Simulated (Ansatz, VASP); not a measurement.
One calculation of Ta, two programs

```xyz
1
Lattice="-1.6348 1.6348 1.6513 1.6348 -1.6348 1.6513 1.6348 1.6348 -1.6513" Properties=species:S:1:pos:R:3 pbc="T T T"
Ta    0.0000    0.0000    0.0000
```

Change from the starting cell: equal xx and yy strain of -1 %.

Alike in both runs: task single point; functional PBEsol; k mesh 15 × 15 × 15; occupations fermi-dirac, width 0.05 eV; no spin polarisation.

```csv
,VASP,Ansatz
version,VASP 6.6.1,Ansatz 0.2.0
potentials or method,"VASP PAW PBE potentials, release 64 (Ta_pv), cutoff 520 eV","all-electron LAPW, scalar-relativistic"
```

Ansatz gave:

- pressure (GPa): -0.2
- traceless stress, the component that is largest in VASP (GPa): -0.89

Question: Estimate VASP's values.

Answer: Pressure (GPa): 0.2; traceless stress, the component that is largest in VASP (GPa): -0.89.

VASP's potentials were made for PBE, not for PBEsol. Ansatz ran all-electron here, and VASP with PAW potentials.

Spin-orbit coupling is off throughout.
